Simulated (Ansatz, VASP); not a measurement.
**One calculation of CaCo, two programs**

```
CELL_PARAMETERS angstrom
3.12573 0.00000 0.00000
0.00000 3.12573 0.00000
0.00000 0.00000 4.09694
ATOMIC_POSITIONS crystal
Ca 0.50000 0.50000 0.50000
Co 0.00000 0.00000 0.00000
```

Alike in both runs: task single point; functional PBE; k mesh 6 × 6 × 4; occupations gaussian, width 0.1 eV; collinear spin.

|  | VASP | Ansatz |
| --- | --- | --- |
| version | VASP 6.6.1 | Ansatz 0.2.0 |
| potentials or method | VASP PAW PBE potentials, release 64 (Ca_sv, Co_sv), cutoff 690 eV | scalar-relativistic, plane waves, PAW |
| valence electrons in the cell | 27 | 27 |

```tsv
	VASP	Ansatz	Ansatz less VASP
gap on the k mesh at the Fermi level (eV)	none	none	-
pressure (GPa)	-1.0	-1.0	-0.08
traceless stress, the component that is largest in VASP (GPa)	-2.83	-2.86	-0.030
net moment per atom (μB)	0.36	0.36	-0.001
size of the moment on the site where the two differ most (μB)	0.10	0.12	+0.025
```

Site moments also hang on the region over which each program counts them. A gap of «none» marks a metal or a gap that the smearing closes. With one functional, cell and mesh, what is left measures potentials, basis and numerics.

The k mesh is coarse, so the values compare programs but aren't converged.
